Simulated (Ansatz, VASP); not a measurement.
## KF: VASP beside Ansatz

The input INCAR:

```
PREC = Accurate
ENCUT = 520
EDIFF = 1E-7
ISMEAR = 0
SIGMA = 0.05
LREAL = F
LASPH = T
NELM = 60
ALGO = Normal
ISIF = 2
LWAVE = F
LCHARG = T
LELF = T
LVHAR = T
NBANDS = 15
```

Contents of KPOINTS:

```
Automatic mesh
0
Gamma
  8 8 8
```

Contents of POSCAR:

```
KF
1.0
   -0.0564025083      2.6209317485      2.6209317485
    2.6209317485     -0.0564025083      2.6209317485
    2.6209317485      2.6209317485     -0.0564025083
K F
1 1
Direct
    0.0000000000      0.0000000000      0.0000000000
    0.5000000000      0.5000000000      0.5000000000
```

Input for Ansatz:

```yaml
crystal:
  lattice:
    - [-0.0564025083, 2.6209317485, 2.6209317485]
    - [2.6209317485, -0.0564025083, 2.6209317485]
    - [2.6209317485, 2.6209317485, -0.0564025083]
  atoms:
    - { symbol: K, position: [0.0, 0.0, 0.0] }
    - { symbol: F, position: [0.5, 0.5, 0.5] }
basis:
  ecutwfc: 520.0
kpoints:
  mp_grid: { grid: [8, 8, 8] }
hamiltonian:
  xc: lda
scf:
  occupations: { method: gaussian, width: 0.05 }
output:
  forces: true
  stress: true
  eigenvalues: true
```

Alike in both runs: task single point; functional LDA; k mesh 8 × 8 × 8; occupations gaussian, width 0.05 eV; no spin polarisation.

|  | VASP | Ansatz |
| --- | --- | --- |
| version | VASP 6.6.1 | Ansatz 0.2.0 |
| potentials or method | VASP PAW LDA potentials, release 64 (K_sv, F), cutoff 520 eV | scalar-relativistic, plane waves, PAW |
| valence electrons in the cell | 16 | 16 |

|  | VASP | Ansatz | Ansatz less VASP |
| --- | --- | --- | --- |
| gap on the k mesh at the Fermi level (eV) | 5.90 | 5.92 | +0.017 |
| least direct gap on the mesh (eV) | 5.90 | 5.92 | +0.017 |
| pressure (GPa) | -2.7 | -2.8 | -0.12 |
| traceless stress, the component that is largest in VASP (GPa) | 0.30 | 0.30 | +0.004 |

LDA's correlation is that of Perdew and Zunger in VASP and of Perdew and Wang (1992) in Ansatz.
